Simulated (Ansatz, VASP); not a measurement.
**One calculation of Mg2Si, two programs**

File INCAR:

```
SYSTEM = Mg2Si
  ALGO = Normal
  EDIFF = 1E-6
  ENCUT = 600
  GGA_COMPAT = .FALSE.
  ISIF = 2
  ISMEAR = -1
  LASPH = .TRUE.
  LCHARG = .FALSE.
  LREAL = .FALSE.
  LWAVE = .FALSE.
  NBANDS = 11
  NELM = 120
  PREC = Accurate
  SIGMA = 0.05
```

The input KPOINTS:

```
k-points
0
G
  11 11 11
  0 0 0
```

The input POSCAR:

```
Mg2Si
1.0
    0.0000000000      3.1950000000      3.1950000000
    3.1950000000      0.0000000000      3.1950000000
    3.1950000000      3.1950000000      0.0000000000
Mg Si
2 1
Direct
    0.2500000000      0.2500000000      0.2500000000
    0.7500000000      0.7500000000      0.7500000000
    0.0000000000      0.0000000000      0.0000000000
```

Input for Ansatz:

```yaml
crystal:
  lattice:
    - [0.0, 3.195, 3.195]
    - [3.195, 0.0, 3.195]
    - [3.195, 3.195, 0.0]
  atoms:
    - { symbol: Mg, position: [0.25, 0.25, 0.25] }
    - { symbol: Mg, position: [0.75, 0.75, 0.75] }
    - { symbol: Si, position: [0.0, 0.0, 0.0] }
kpoints:
  mp_grid: { grid: [11, 11, 11] }
  band_path:
    path:
      - [0.0, 0.0, 0.0]
      - [0.5, 0.0, 0.5]
      - [0.625, 0.25, 0.625]
      - [0.375, 0.375, 0.75]
      - [0.0, 0.0, 0.0]
      - [0.5, 0.5, 0.5]
      - [0.5, 0.25, 0.75]
      - [0.5, 0.0, 0.5]
    npoints: 14
scf:
  occupations: { method: fermi_dirac, width: 0.05 }
hamiltonian:
  xc: lda
  pseudopotentials: { kind: all_electron, lapw: { basis_error: 0.001 } }
output:
  forces: true
  stress: true
  eigenvalues: true
  fatbands: true
  populations: true
  dos: { projected: true, de: 0.2, e_range: [-14, 8] }
```

Alike in both runs: task single point; functional LDA; k mesh 11 × 11 × 11; occupations fermi-dirac, width 0.05 eV; no spin polarisation.

|  | VASP | Ansatz |
| --- | --- | --- |
| version | VASP 6.6.1 | Ansatz 0.2.0 |
| potentials or method | VASP PAW LDA potentials, release 64 (Mg, Si), cutoff 600 eV | all-electron LAPW, scalar-relativistic |

|  | VASP | Ansatz | Ansatz less VASP |
| --- | --- | --- | --- |
| pressure (GPa) | -3.5 | -3.2 | +0.29 |

LDA's correlation is that of Perdew and Zunger in VASP and of Perdew and Wang (1992) in Ansatz. Ansatz ran all-electron here, and VASP with PAW potentials.
